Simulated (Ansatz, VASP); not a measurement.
**CO2 in VASP and in Ansatz**

Contents of INCAR:

```
SYSTEM = CO2
PREC     = Accurate       ! precision mode
ENCUT    = 520            ! plane-wave cutoff, eV
EDIFF    = 1E-6           ! SCF threshold, eV
ISMEAR   = 0              ! smearing method
SIGMA    = 0.02           ! smearing width, eV
LREAL    = .FALSE.        ! projectors in reciprocal space
LASPH    = .TRUE.         ! aspherical terms in the spheres
NELM     = 100            ! most SCF steps
ALGO     = Normal         ! electronic algorithm
ISIF     = 2              ! what is computed and relaxed
LWAVE    = .FALSE.        ! write WAVECAR
LCHARG   = .FALSE.        ! write CHGCAR
GGA      = PE             ! functional
NBANDS   = 25             ! bands
```

Contents of KPOINTS:

```
Automatic mesh
0
G
  6 6 4
  0 0 0
```

File POSCAR:

```
CO2
1.0
    2.6897628964     -2.5474995705      0.0000000000
    2.6897628964      2.5474995705      0.0000000000
    0.0000000000      0.0000000000      6.5456757081
C O
2 4
Direct
    0.0000000000      0.0000000000      0.0000000000
    0.5000000000      0.5000000000      0.5000000000
    0.8072451492      0.1927548508      0.8973956390
    0.1927548508      0.8072451492      0.1026043610
    0.6927548508      0.3072451492      0.3973956390
    0.3072451492      0.6927548508      0.6026043610
```

Input for Ansatz:

```yaml
crystal:
  lattice:
    - [2.6897628964, -2.5474995705, 0.0]
    - [2.6897628964, 2.5474995705, 0.0]
    - [0.0, 0.0, 6.5456757081]
  atoms:
    - { symbol: C, position: [0.0, 0.0, 0.0] }
    - { symbol: C, position: [0.5, 0.5, 0.5] }
    - { symbol: O, position: [0.8072451492, 0.1927548508, 0.897395639] }
    - { symbol: O, position: [0.1927548508, 0.8072451492, 0.102604361] }
    - { symbol: O, position: [0.6927548508, 0.3072451492, 0.397395639] }
    - { symbol: O, position: [0.3072451492, 0.6927548508, 0.602604361] }
basis:
  ecutwfc: 420
kpoints:
  mp_grid: { grid: [6, 6, 4] }
hamiltonian:
  xc: pbe
scf:
  occupations: { method: gaussian, width: 0.02 }
output:
  forces: true
  stress: true
  eigenvalues: true
```

Alike in both runs: task single point; functional PBE; k mesh 6 × 6 × 4; occupations gaussian, width 0.02 eV; no spin polarisation.

|  | VASP | Ansatz |
| --- | --- | --- |
| version | VASP 6.6.1 | Ansatz 0.2.0 |
| potentials or method | VASP PAW PBE potentials, release 64 (C, O), cutoff 520 eV | scalar-relativistic, plane waves, PAW |
| valence electrons in the cell | 32 | 32 |

|  | VASP | Ansatz | Ansatz less VASP |
| --- | --- | --- | --- |
| gap on the k mesh at the Fermi level (eV) | 6.28 | 6.31 | +0.024 |
| least direct gap on the mesh (eV) | 6.77 | 6.80 | +0.025 |
| pressure (GPa) | -3.0 | -4.3 | -1.27 |
| traceless stress, the component that is largest in VASP (GPa) | -4.82 | -6.43 | -1.606 |
| rms of the force components (eV/Å) | 0.700 | 0.956 | +0.2563 |

Atom by atom the forces differ by 0.256 eV/Å (rms over components). The functional is the same, so the differences come from potentials, cutoffs and numerics.

Noted on VASP's run: the standard files for N, O and F lose accuracy on very short bonds.
